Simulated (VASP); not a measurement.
# Pb (I4_1/amd) in VASP: notebook

Pb is run at these levels: LDA; tasks: single point.

Program: VASP 6.6.1. These are calculated values, not measurements. Logs are shortened: lines on timing, memory, paths and dates and some standing lists are left out, and cuts for length are marked.

## Step 1: The cell of the first run

The structure is tetragonal, space group I4_1/amd (No. 141). The conventional cell has a = 4.863 Å, b = 4.863 Å, c = 7.084 Å, α = 90.00°, β = 90.00°, γ = 90.00°. Within 4.0 Å of Pb (site symmetry -4m2) lie 4 Pb at 3.01 Å.

## Step 2: Single point, LDA (zz strain of +3 %)

The input, INCAR:

```
SYSTEM = Pb
PREC = Accurate
ENCUT = 520
EDIFF = 1E-7
ISMEAR = -1
SIGMA = 0.05
LREAL = .FALSE.
LASPH = .TRUE.
NELM = 60
ALGO = Normal
ISIF = 2
LWAVE = .FALSE.
LCHARG = .TRUE.
GGA = CA
LELF = .TRUE.
LVHAR = .TRUE.
NBANDS = 21
```

The input, KPOINTS:

```
regular mesh
0
G
  8 8 8
  0 0 0
```

The input, POSCAR:

```
Pb
1.0
    0.0000000000      3.4390000555      3.5421700572
    3.4390000555      0.0000000000      3.5421700572
    3.4390000555      3.4390000555      0.0000000000
Pb
2
Direct
    0.0000000000      0.0000000000      0.0000000000
    0.2500000000      0.2500000000      0.2500000000
```

Potentials or basis: VASP PAW LDA potentials, release 64 (Pb_d).

Command:

```sh
> cat potpaw_LDA.64/Pb_d/POTCAR > POTCAR
> mpirun -np 1 vasp_std > vasp.out
```

OUTCAR:

```text
SYSTEM = Pb
   PREC = Accurate
   ENCUT = 520
   EDIFF = 1E-7
   ISMEAR = -1
   LREAL = .FALSE.
   LASPH = .TRUE.
   NELM = 60
   ISIF = 2
   GGA = CA

 ion  position               nearest neighbor table
   1  0.000  0.000  0.000-   2 3.01   2 3.01   2 3.01   2 3.01
   2  0.250  0.250  0.250-   1 3.01   1 3.01   1 3.01   1 3.01

  LATTYP: Found a body centered tetragonal cell.
 ALAT       =     4.8634805195
 C/A-ratio  =     1.4566399693

  Lattice vectors:

 A1 = (  -3.4390000555,   0.0000000000,   3.5421700572)
 A2 = (   3.4390000555,   0.0000000000,   3.5421700572)
 A3 = (   0.0000000000,   3.4390000555,  -3.5421700572)

Analysis of symmetry for initial positions (statically):
=====================================================================
 Subroutine PRICEL returns:
 Original cell was already a primitive cell.

 Routine SETGRP: Setting up the symmetry group for a
 body centered tetragonal supercell.

 Subroutine GETGRP returns: Found 16 space group operations
 (whereof  8 operations were pure point group operations)
 out of a pool of 16 trial point group operations.

The static configuration has the point symmetry D_2d.
 The point group associated with its full space group is D_4h.

Analysis of symmetry for dynamics (positions and initial velocities):
=====================================================================
 Subroutine PRICEL returns:
 Original cell was already a primitive cell.

 Routine SETGRP: Setting up the symmetry group for a
 body centered tetragonal supercell.

 Subroutine GETGRP returns: Found 16 space group operations
 (whereof  8 operations were pure point group operations)
 out of a pool of 16 trial point group operations.

The dynamic configuration has the point symmetry D_2d.
 The point group associated with its full space group is D_4h.

 Subroutine INISYM returns: Found 16 space group operations
 (whereof  8 operations are pure point group operations),
 and found     1 'primitive' translations

----------------------------------------------------------------------------------------

                                     Primitive cell

  volume of cell :      83.7845

  direct lattice vectors                    reciprocal lattice vectors
     0.000000000  3.439000056  3.542170057    -0.145391100  0.145391100  0.141156407
     3.439000056  0.000000000  3.542170057     0.145391100 -0.145391100  0.141156407
     3.439000056  3.439000056  0.000000000     0.145391100  0.145391100 -0.141156407

  length of vectors
     4.936971754  4.936971754  4.863480519     0.249403839  0.249403839  0.249403839

  position of ions in fractional coordinates (direct lattice)
     0.000000000  0.000000000  0.000000000
     0.250000000  0.250000000  0.250000000

  ion indices of the primitive-cell ions
   primitive index   ion index
                 1           1
                 2           2

----------------------------------------------------------------------------------------

 KPOINTS: regular mesh

Automatic generation of k-mesh.
 Grid dimensions read from file:
 generate k-points for:    8    8    8

 Generating k-lattice:

  Cartesian coordinates                     Fractional coordinates (reciprocal lattice)
    -0.018173887  0.018173887  0.017644551     0.125000000  0.000000000  0.000000000
     0.018173887 -0.018173887  0.017644551     0.000000000  0.125000000  0.000000000
     0.018173887  0.018173887 -0.017644551    -0.000000000 -0.000000000  0.125000000

  Length of vectors
     0.031175480  0.031175480  0.031175480

  Shift w.r.t. Gamma in fractional coordinates (k-lattice)
     0.000000000  0.000000000  0.000000000

 Subroutine IBZKPT returns following result:
 ===========================================

 Found     59 irreducible k-points:

 Following reciprocal coordinates:
            Coordinates               Weight
  0.000000  0.000000  0.000000      1.000000
  0.125000  0.000000  0.000000      8.000000
  0.250000  0.000000  0.000000      8.000000
  0.375000  0.000000  0.000000      8.000000
  0.500000  0.000000  0.000000      4.000000
  0.125000  0.125000  0.000000      2.000000
[... 16 lines left out ...]
  0.250000  0.000000  0.125000     16.000000
  0.375000 -0.000000  0.125000     16.000000
 [... further k-points ...]
   k-points           NKPTS =     59   k-points in BZ     NKDIM =     59   number of bands    NBANDS=     21
   number of dos      NEDOS =    301   number of ions     NIONS =      2
   total plane-waves  NPLWV =  57600
   dimension x,y,z NGX =    40 NGY =   40 NGZ =   36
   dimension x,y,z NGXF=    80 NGYF=   80 NGZF=   72
   ions per type =               2
   NGX,Y,Z   is equivalent  to a cutoff of  13.47, 13.47, 12.31 a.u.
   NGXF,Y,Z  is equivalent  to a cutoff of  26.94, 26.94, 24.61 a.u.
 SYSTEM =  Pb
   PREC   = accura    normal or accurate (medium, high low for compatibility)
   ISTART =      0    job   : 0-new  1-cont  2-samecut
   ICHARG =      2    charge: 1-file 2-atom 10-const
   ISPIN  =      1    spin polarized calculation?
   LNONCOLLINEAR =      F non collinear calculations
   LSORBIT =      F    spin-orbit coupling
   LASPH  =      T    aspherical Exc in radial PAW
   ENCUT  =  520.0 eV  38.22 Ry    6.18 a.u.   9.18  9.18  9.04*2*pi/ulx,y,z
   NELM   =     60;   NELMIN=  2; NELMDL= -5     # of ELM steps
   EDIFF  = 0.1E-06   stopping-criterion for ELM
   LREAL  =      F    real-space projection
   EDIFFG = 0.1E-05   stopping-criterion for IOM
   NSW    =      0    number of steps for IOM
   IBRION =     -1    ionic relax: 0-MD 1-quasi-New 2-CG
   NFREE  =      0    steps in history (QN), initial steepest desc. (CG)
   ISIF   =      2    stress and relaxation
   ISYM   =      2    0-nonsym 1-usesym 2-fastsym
   POTIM  = 0.5000    time-step for ionic-motion
   TEBEG  =    0.0;   TEEND  =   0.0 temperature during run
   PSTRESS=    0.0 pullay stress
   NELECT =      28.0000    total number of electrons
   NUPDOWN=      -1.0000    fix difference up-down
   EMIN   =  10.00;   EMAX   =-10.00  energy-range for DOS
   EFERMI =   0.00;   METHOD = LEGACY
   ISMEAR =    -1;   SIGMA  =   0.05  broadening in eV -4-tet -1-fermi 0-gaus
   EFERMI_NEDOS =   21; number of points for ismear=-14 and -15
   IALGO  =     38    algorithm
   IMIX   =      4    mixing-type and parameters
     AMIX     =   0.40;   BMIX     =  1.00
     AMIX_MAG =   1.60;   BMIX_MAG =  1.00
  volume/ion in A,a.u.               =      41.89       282.70
  Fermi-wavevector in a.u.,A,eV,Ry     =   1.136073  2.146867 17.560522  1.290662
  Thomas-Fermi vector in A             =   2.272778
   LORBIT       =      0    0 simple, 1 ext, 2 COOP (PROOUT), +10 PAW based schemes
   GGA     = CA    functional components
   LHFCALC =     F    Hartree Fock is set to
   AEXX    =    0.0000 exact exchange contribution
   IVDW    =     0    specifies the selected vdW correction
   LEPSILON=     F    determine dielectric tensor
   LRPA    =     F    only Hartree local field effects (RPA)
 non-spin polarized calculation
  energy-cutoff  :      520.00
  volume of cell :       83.78
 maximum number of plane-waves:      2277
 NGX is ok and might be reduce to    40
   NGX = 19   NGY = 19   NGZ = 19

 number of electron      28.0000000 magnetization

 Free energy of the ion-electron system (eV)
  ---------------------------------------------------
  ext. energy  EPLUGINS =         0.00000000
  ---------------------------------------------------
  free energy    TOTEN  =        -7.87190106 eV

  energy without entropy =       -7.86834452  energy(sigma->0) =       -7.87012279

 E-fermi :   3.8124     XC(G=0):  -8.6387

 val. band max:        3.8057369161   @ k =   0.1250   0.0000   0.0000
 cond. band min:       3.9221071658   @ k =   0.1250   0.0000   0.0000
 fundamental gap:      0.1163702498
 Fermi energy:         3.8123746740

 k-point     1 :       0.0000    0.0000    0.0000
  band No.  band energies     occupation
      1     -13.3148      2.00000
      2     -13.3148      2.00000
      3     -13.2996      2.00000
      4     -13.2381      2.00000
      5     -13.2317      2.00000
      6     -12.8495      2.00000
[... 13 lines left out ...]
     20      11.4389      0.00000
     21      11.8441      0.00000

 k-point     2 :       0.1250    0.0000    0.0000
  band No.  band energies     occupation
      1     -13.3288      2.00000
      2     -13.3206      2.00000
      3     -13.3049      2.00000
      4     -13.2168      2.00000
      5     -13.2125      2.00000
      6     -12.8661      2.00000
[... 13 lines left out ...]
     20      10.8651      0.00000
     21      11.1683      0.00000

 k-point     3 :       0.2500    0.0000    0.0000
  band No.  band energies     occupation
      1     -13.3484      2.00000
      2     -13.3364      2.00000
      3     -13.2982      2.00000
      4     -13.1839      2.00000
      5     -13.1817      2.00000
      6     -12.8908      2.00000
[... 13 lines left out ...]
     20      10.8119      0.00000
     21      10.9059      0.00000

 k-point     4 :       0.3750    0.0000    0.0000
  band No.  band energies     occupation
      1     -13.3599      2.00000
      2     -13.3448      2.00000
      3     -13.2894      2.00000
      4     -13.1627      2.00000
      5     -13.1620      2.00000
      6     -12.9064      2.00000
[... 13 lines left out ...]
     20      11.4041      0.00000
     21      11.4696      0.00000

 k-point     5 :       0.5000    0.0000    0.0000
  band No.  band energies     occupation
      1     -13.3632      2.00000
      2     -13.3468      2.00000
      3     -13.2855      2.00000
      4     -13.1565      2.00000
      5     -13.1564      2.00000
      6     -12.9113      2.00000
[... 13 lines left out ...]
     20      11.5165      0.00000
     21      12.0332      0.00000
[... 382 lines left out ...]
     20      11.7111      0.00000
     21      13.9812      0.00000

 k-point    22 :       0.1250    0.0000    0.1250
  band No.  band energies     occupation
      1     -13.3246      2.00000
      2     -13.3239      2.00000
      3     -13.3102      2.00000
      4     -13.2207      2.00000
      5     -13.1948      2.00000
      6     -12.8998      2.00000
[... 13 lines left out ...]
     20      10.1574      0.00000
     21      11.8296      0.00000

 k-point    23 :       0.2500    0.0000    0.1250
  band No.  band energies     occupation
      1     -13.3488      2.00000
      2     -13.3302      2.00000
      3     -13.3040      2.00000
      4     -13.1941      2.00000
      5     -13.1598      2.00000
      6     -12.9405      2.00000
[... 13 lines left out ...]
     20      10.1832      0.00000
     21      11.6127      0.00000

 k-point    24 :       0.3750   -0.0000    0.1250
  band No.  band energies     occupation
      1     -13.3698      2.00000
      2     -13.3441      2.00000
      3     -13.2799      2.00000
      4     -13.1647      2.00000
      5     -13.1365      2.00000
      6     -12.9594      2.00000
[... 13 lines left out ...]
     20      11.1207      0.00000
     21      12.0122      0.00000

 [... further k-points ...]

------------------------ aborting loop because EDIFF is reached ----------------------------------------

  FORCE on cell =-STRESS in cart. coord.  units (eV):
  Direction    XX          YY          ZZ          XY          YZ          ZX
  --------------------------------------------------------------------------------------
  -------------------------------------------------------------------------------------
  Total       -0.7560193     -0.7560193     -0.9493580      0.0000000      0.0000000      0.0000000
  in kB      -14.4570498    -14.4570498    -18.1541880      0.0000000      0.0000000      0.0000000
  external PRESSURE =     -15.6894292 kB  Pullay stress =       0.0000000 kB

 VOLUME and BASIS-vectors are now :
 -----------------------------------------------------------------------------
  energy-cutoff  :      520.00
  volume of cell :       83.78
      direct lattice vectors                 reciprocal lattice vectors
     0.000000000  3.439000056  3.542170057    -0.145391100  0.145391100  0.141156407
     3.439000056  0.000000000  3.542170057     0.145391100 -0.145391100  0.141156407
     3.439000056  3.439000056  0.000000000     0.145391100  0.145391100 -0.141156407

 POSITION                                       TOTAL-FORCE (eV/Angst)
 -----------------------------------------------------------------------------------
      0.00000      0.00000      0.00000         0.000000      0.000000      0.000000
      1.71950      1.71950      1.77109        -0.000000     -0.000000      0.000000
 -----------------------------------------------------------------------------------
    total drift:                               -0.000000      0.000000      0.000000

  FREE ENERGIE OF THE ION-ELECTRON SYSTEM (eV)
  ---------------------------------------------------
  free  energy   TOTEN  =        -7.8719010579 eV

  energy  without entropy=       -7.8683445214  energy(sigma->0) =       -7.87012279
```

Run time: 56 s. Hardware: 1 thread of AMD EPYC 9R45 (Zen 5), shared host; peak memory 0.2 GiB.

Results:

- Free energy: -7.8719 eV
- Pressure: -1.6 GPa
- Band gap on the k mesh: zero (bands 14 and 15 overlap by 1.07 eV)

Levels at points of the mesh, in eV from the Fermi level:
| k point | band 10 | band 11 | band 12 | band 13 | band 14 | band 15 | band 16 | band 17 | band 18 | band 19 |
| --- | --- | --- | --- | --- | --- | --- | --- | --- | --- | --- |
| (0.00, 0.00, 0.00) | -16.62 | -11.01 | -4.14 | 0.24 | 0.42 | 0.42 | 2.30 | 2.30 | 2.43 | 3.99 |
| (0.50, 0.00, 0.00) | -16.56 | -9.72 | -7.11 | -1.03 | -0.83 | -0.65 | 3.41 | 3.48 | 5.36 | 6.93 |
| (0.50, 0.50, 0.00) | -16.53 | -8.50 | -8.50 | -1.83 | -1.83 | 0.90 | 0.90 | 6.88 | 6.88 | 7.90 |
| (0.50, 0.00, 0.50) | -16.55 | -8.44 | -8.44 | -1.97 | -1.97 | 0.76 | 0.76 | 6.92 | 6.92 | 7.93 |

Caveat: the cell differs from its parent crystal (zz strain of +3 %); spin-orbit coupling is left out, which moves the levels of the heavy elements.

## Step 3: Single point, LDA (equal xx and yy strain of +2 %)

The input, INCAR:

```
PREC = Accurate ; ENCUT = 520
EDIFF = 1E-6 ; ISMEAR = -1
SIGMA = 0.05 ; LREAL = F
LASPH = T ; NELM = 80
ALGO = Normal ; ISIF = 2
LWAVE = F ; LCHARG = T
LELF = T ; LVHAR = T
NBANDS = 21
```

The input, KPOINTS:

```
regular mesh
0
Gamma
  8 8 8
```

The input, POSCAR:

```
Pb
1.0
    0.0000000000      3.5077800566      3.4390000555
    3.5077800566      0.0000000000      3.4390000555
    3.5077800566      3.5077800566      0.0000000000
Pb
2
Direct
    0.0000000000      0.0000000000      0.0000000000
    0.2500000000      0.2500000000      0.2500000000
```

Potentials or basis: VASP PAW LDA potentials, release 64 (Pb_d).

Command:

```sh
> cat potpaw_LDA.64/Pb_d/POTCAR > POTCAR
> mpirun -np 1 vasp_std > vasp.out
```

Run time: 51 s. Hardware: 1 thread of AMD EPYC 9R45 (Zen 5), shared host; peak memory 0.21 GiB.

Results (log left out):

```
Free energy            : -7.8643 eV
Pressure               : -1.9 GPa
Band gap on the k mesh : zero (bands 14 and 15 overlap by 0.99 eV)
```

Stress tensor (GPa, compression positive):
```
-1.94  0.00  0.00
 0.00 -1.94  0.00
 0.00  0.00 -1.68
```

Levels at points of the mesh, in eV from the Fermi level:
| k point | band 11 | band 12 | band 13 | band 14 | band 15 | band 16 | band 17 | band 18 |
| --- | --- | --- | --- | --- | --- | --- | --- | --- |
| (0.00, 0.00, 0.00) | -10.97 | -4.21 | 0.30 | 0.30 | 0.42 | 2.27 | 2.35 | 2.35 |
| (0.50, 0.00, 0.00) | -9.69 | -7.11 | -1.04 | -0.80 | -0.69 | 3.39 | 3.44 | 5.35 |
| (0.50, 0.50, 0.00) | -8.42 | -8.42 | -1.97 | -1.97 | 0.74 | 0.74 | 6.88 | 6.88 |
| (0.50, 0.00, 0.50) | -8.46 | -8.46 | -1.88 | -1.88 | 0.83 | 0.83 | 6.83 | 6.83 |

Caveat: the cell differs from its parent crystal (equal xx and yy strain of +2 %); spin-orbit coupling is left out, which moves the levels of the heavy elements.
